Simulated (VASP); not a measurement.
# Sn: single point with PBEsol

Crystal: Sn.

```xyz
2
Lattice="0.0000 -3.9655 0.0000 -3.9653 0.0000 -0.0002 -0.0002 0.0000 -3.3475" Properties=species:S:1:pos:R:3 pbc="T T T"
Sn   -1.9827   -1.9827   -1.6740
Sn    0.0000    0.0000    0.0002
```

| Property | Result |
| --- | --- |
| Program | VASP 6.6.1 |
| Task | single point |
| Functional | PBEsol |
| Potentials or basis | VASP PAW PBE potentials, release 64 (Sn_d) |
| Cutoff | 520 eV |
| k mesh | 10 × 10 × 10 |
| Occupations | gaussian, width 0.15 eV |
| Spin | no spin polarisation |
| Dipole correction | no |
| Further INCAR settings | ALGO = Fast; EDIFF = 1e-07; NBANDS = 21 |

The pressure is -0.1 GPa. The band gap on the k mesh is zero (bands 14 and 15 overlap by 3.98 eV).

Levels at points of the mesh, in eV from the Fermi level:
| k point | band 11 | band 12 | band 13 | band 14 | band 15 | band 16 | band 17 | band 18 |
| --- | --- | --- | --- | --- | --- | --- | --- | --- |
| (0.00, 0.00, 0.00) | -11.36 | -3.05 | -1.52 | -1.52 | 2.00 | 3.09 | 5.65 | 7.25 |
| (0.50, 0.00, 0.00) | -8.89 | -8.89 | 1.26 | 1.26 | 1.99 | 1.99 | 4.65 | 4.65 |
| (0.00, 0.50, 0.00) | -8.89 | -8.89 | 1.26 | 1.26 | 1.99 | 1.99 | 4.65 | 4.65 |
| (0.50, 0.50, 0.00) | -7.26 | -7.26 | -4.89 | -4.89 | 5.53 | 5.53 | 7.63 | 7.63 |
| (0.00, 0.00, 0.50) | -7.81 | -7.81 | 1.01 | 1.01 | 2.22 | 2.22 | 2.22 | 2.22 |
| (0.50, 0.00, 0.50) | -5.95 | -5.95 | -4.42 | -4.42 | 3.18 | 3.18 | 4.55 | 4.55 |
| (0.00, 0.50, 0.50) | -5.95 | -5.95 | -4.42 | -4.42 | 3.18 | 3.18 | 4.55 | 4.55 |
| (0.50, 0.50, 0.50) | -4.94 | -4.94 | -2.18 | -2.18 | -1.12 | -1.12 | -1.11 | -1.11 |

Run time: 14 min on 1 thread of Oxide Virtual Turin-like Processor, with other jobs on the host, peak memory 0.47 GiB.

Caveat: the PAW data sets were made with another functional, which shifts forces and pressure a little; spin-orbit coupling is left out, which moves the levels of the heavy elements.
